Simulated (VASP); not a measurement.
Input of a VASP 6.6.1 run:

The input INCAR:

```
PREC = Accurate
ENCUT = 520
EDIFF = 1E-6
ISMEAR = 0
SIGMA = 0.015
LREAL = False
LASPH = True
NELM = 80
ALGO = Normal
ISIF = 2
LWAVE = False
LCHARG = False
GGA = PE
NBANDS = 18
```

File KPOINTS:

```
regular mesh
0
Gamma
  12 12 12
```

File POSCAR:

```
Si2Mo
1.0
   -1.6000000000      1.6000000000      3.9305000000
    1.6000000000     -1.6000000000      3.9305000000
    1.6000000000      1.6000000000     -3.9305000000
Mo Si
1 2
Direct
    0.0000000000      0.0000000000      0.0000000000
    0.6670000000      0.6670000000      0.0000000000
    0.3330000000      0.3330000000      0.0000000000
```

Potentials or basis: VASP PAW PBE potentials, release 64 (Mo_sv, Si).

Run with:

```bash
$ cat potpaw_PBE.64/Mo_sv/POTCAR potpaw_PBE.64/Si/POTCAR > POTCAR
$ mpirun -np 1 vasp_std > vasp.out
```

Q: What does it give for the largest force?

A: 0.272 eV/Å.

Q: Estimate the pressure.

A: 2.4 GPa.

Q: Predict the band gap on the k mesh.

A: Zero (bands 11 and 12 overlap by 1.04 eV).

Stress tensor (GPa, compression positive):
```
2.79 0.00 0.00
0.00 2.79 0.00
0.00 0.00 1.62
```
